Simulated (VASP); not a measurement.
W: single point with PBE

The system is W.

```
CELL_PARAMETERS angstrom
-1.55737 1.55737 1.63723
1.55737 -1.55737 1.63723
1.55737 1.55737 -1.63723
ATOMIC_POSITIONS crystal
W 0.00000 0.00000 0.00000
```

This cell differs from its parent crystal: strain -0.025 along x and y, +0.025 along z.

| Quantity | Value |
| --- | --- |
| Program | VASP 6.6.1 |
| Task | single point |
| Functional | PBE |
| Potentials or basis | VASP PAW PBE potentials, release 64 (W_sv) |
| Cutoff | 500 eV |
| k mesh | 20 × 20 × 20 |
| Occupations | gaussian, width 0.15 eV |
| Spin | no spin polarisation |

```json
{
 "Pressure": "5.8 GPa",
 "Band gap on the k mesh": "zero (band 7 reaches 16.43 eV, above the bottom of band 8 at 10.49 eV)"
}
```

Stress tensor (GPa, compression positive):
```
11.13  0.00  0.00
 0.00 11.13  0.00
 0.00  0.00 -4.88
```

Levels at points of the mesh, in eV from the Fermi level:
```tsv
k point	band 5	band 6	band 7	band 8	band 9	band 10
(0.00, 0.00, 0.00)	-9.65	-1.44	-1.44	-0.80	1.77	2.63
(0.50, 0.00, 0.00)	-6.29	-3.34	0.52	1.67	3.14	6.02
(0.50, 0.50, 0.00)	-6.28	-4.01	0.91	2.70	3.41	6.20
(0.50, 0.50, 0.50)	-5.92	-5.77	4.99	5.20	5.20	7.31
```

Wall time 93 s on 1 thread of Intel(R) Xeon(R) Platinum 8259CL CPU @ 2.50GHz (Skylake/Cascade Lake) (shared host), peak memory 0.22 GiB.

Caveat: the cell differs from its parent crystal (strain -0.025 along x and y, +0.025 along z); spin-orbit coupling is left out, which moves the levels of the heavy elements.
